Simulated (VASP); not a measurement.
The system is ZnO.

```
Zn O
1.0
     0.09912    2.15117    2.15117
     2.15117    0.09912    2.15117
     2.15117    2.15117    0.09912
Zn O
1 1
Direct
  0.00000 0.00000 0.00000
  0.50000 0.50000 0.50000
```

This cell differs from its parent crystal: epitaxial 111 strain -3.8%.

Base run:

| Property | Result |
| --- | --- |
| Program | VASP 6.6.1 |
| Functional | PBE |
| Potentials or basis | VASP PAW PBE potentials, release 64 (Zn, O_h) |
| Cutoff | 1340 eV |
| k mesh | 10 × 10 × 10 |
| Occupations | fermi-dirac, width 0.02 eV |
| Spin | no spin polarisation |

Its results: band gap on the k mesh 1.03 eV (least direct gap 2.45 eV); pressure 19.4 GPa.

Q: The run is repeated on the same cell with these changes: functional from PBE to r2SCAN; cutoff from 1340 eV to 1480 eV; occupations from fermi-dirac, width 0.02 eV to gaussian, width 0.01 eV. What comes out?

A: Band gap on the k mesh 1.68 eV (least direct gap 3.14 eV); pressure 11.3 GPa.

Caveats: the cell stands under pressure; the structure was generated, so it needn't be the stable form of ZnO; the PAW data sets were made with another functional, which shifts forces and pressure a little (at least some runs).

A k mesh can miss the band edges.
